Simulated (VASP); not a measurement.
Runs of VASP 6.6.1 on LiF. The structure is that of space group P3m1 (No. 156), or close to it. The cells are those of the table. 

```csv
cell,gap on the mesh (eV),largest force (eV/Å)
"a = 3.061, b = 3.061, c = 6.807 Å, angles 90.0, 90.0, 120.0°, 4 atoms",(c),(a)
"a = 3.061, b = 3.061, c = 8.807 Å, angles 90.0, 90.0, 120.0°, 4 atoms",3.36,1.59
"a = 3.061, b = 3.061, c = 5.307 Å, angles 90.0, 90.0, 120.0°, 4 atoms",7.84,(b)
"a = 3.061, b = 3.061, c = 5.807 Å, angles 90.0, 90.0, 120.0°, 4 atoms",6.70,0.65
```

Alike in all rows: task single point; level r2SCAN; potentials or basis VASP PAW PBE potentials, release 64 (Li_sv, F); no spin polarisation; k mesh 5 × 5 × 3; cutoff (eV) 520; smearing fermi-dirac 0.15 eV.

Task: Estimate the missing entries.

Result: (a) 1.11; (b) 0.39; (c) 5.09.

Caveats: all runs use coarse meshes; the PAW data sets were made with another functional, which shifts forces and pressure a little.

A k mesh can miss the band edges.
